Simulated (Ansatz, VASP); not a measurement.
# Na: VASP beside Ansatz

```
Na
1.0
    -2.08577    2.08577    2.08577
     2.08577   -2.08577    2.08577
     2.08577    2.08577   -2.08577
Na
1
Direct
  0.00000 0.00000 0.00000
```

Alike in both runs: task single point; functional PBEsol; k mesh 14 × 14 × 14; occupations gaussian, width 0.05 eV; no spin polarisation.

|  | VASP | Ansatz |
| --- | --- | --- |
| version | VASP 6.6.1 | Ansatz 0.2.0 |
| potentials or method | VASP PAW PBE potentials, release 64 (Na_pv), cutoff 520 eV | scalar-relativistic, plane waves, PAW |
| valence electrons in the cell | 7 | 9 |

|  | VASP | Ansatz | Ansatz less VASP |
| --- | --- | --- | --- |
| pressure (GPa) | 0.0 | 0.0 | +0.02 |

VASP's potentials were made for PBE, not for PBEsol. VASP's potentials hold 7 valence electrons a cell and Ansatz's 9, so a difference there can come from the potentials and not from the codes.
